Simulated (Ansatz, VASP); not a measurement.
Al2Cu: VASP beside Ansatz

```
Al Cu
1.0
     4.08421    0.00000    0.00000
     0.00000    4.08421    0.00000
     0.00000    0.00000    2.84589
Al Cu
2 1
Direct
  0.50746 0.00520 0.50000
  0.89104 0.47779 0.50000
  0.04309 0.00722 0.00000
```

Change from the starting cell: mode 4 frozen in at -0.445 Å and mode 9 at -0.091 Å (largest displacements).

Alike in both runs: task single point; functional PBEsol; k mesh 10 × 10 × 14; occupations gaussian, width 0.15 eV; no spin polarisation.

|  | VASP | Ansatz |
| --- | --- | --- |
| version | VASP 6.6.1 | Ansatz 0.2.0 |
| potentials or method | VASP PAW PBE potentials, release 64 (Al, Cu), cutoff 520 eV | scalar-relativistic, plane waves, PAW |
| valence electrons in the cell | 17 | 25 |

|  | VASP | Ansatz | Ansatz less VASP |
| --- | --- | --- | --- |
| gap on the k mesh at the Fermi level (eV) | none | none | - |
| pressure (GPa) | 3.8 | 3.6 | -0.20 |
| traceless stress, the component that is largest in VASP (GPa) | -3.61 | -3.60 | +0.002 |
| rms of the force components (eV/Å) | 0.750 | 0.751 | +0.0012 |

VASP's potentials were made for PBE, not for PBEsol, and Ansatz warns of the same on its side. Atom by atom the forces differ by 0.005 eV/Å (rms over components). A gap of «none» marks a metal or a gap that the smearing closes. With one functional, cell and mesh, what is left measures potentials, basis and numerics. VASP's potentials hold 17 valence electrons a cell and Ansatz's 25, so a difference there can come from the potentials and not from the codes.
